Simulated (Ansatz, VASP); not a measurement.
# One calculation of TiO2, two programs

```
Ti O
1.0
     0.00000    2.39683    2.39683
     2.28130    0.00000    2.39683
     2.28130    2.39683    0.00000
Ti O
1 2
Direct
  0.00000 0.00000 0.00000
  0.25000 0.25000 0.25000
  0.75000 0.75000 0.75000
```

Change from the starting cell: uniaxial_x strain -4.8%.

Alike in both runs: task single point; functional PBE; k mesh 10 × 10 × 10; occupations fermi-dirac, width 0.02 eV; no spin polarisation.

```csv
,VASP,Ansatz
version,VASP 6.6.1,Ansatz 0.2.0
potentials or method,"VASP PAW PBE potentials, release 64 (Ti_sv, O)","plane waves, PAW"
plane-wave cutoff (eV),520,420
valence electrons in the cell,24,24
```

Ansatz gave:

| Property | Result |
| --- | --- |
| pressure (GPa) | 21.2 |
| traceless stress, the component that is largest in VASP (GPa) | 19.34 |

Problem. Estimate VASP's values.

Solution. Pressure (GPa): 22.2; traceless stress, the component that is largest in VASP (GPa): 19.21.
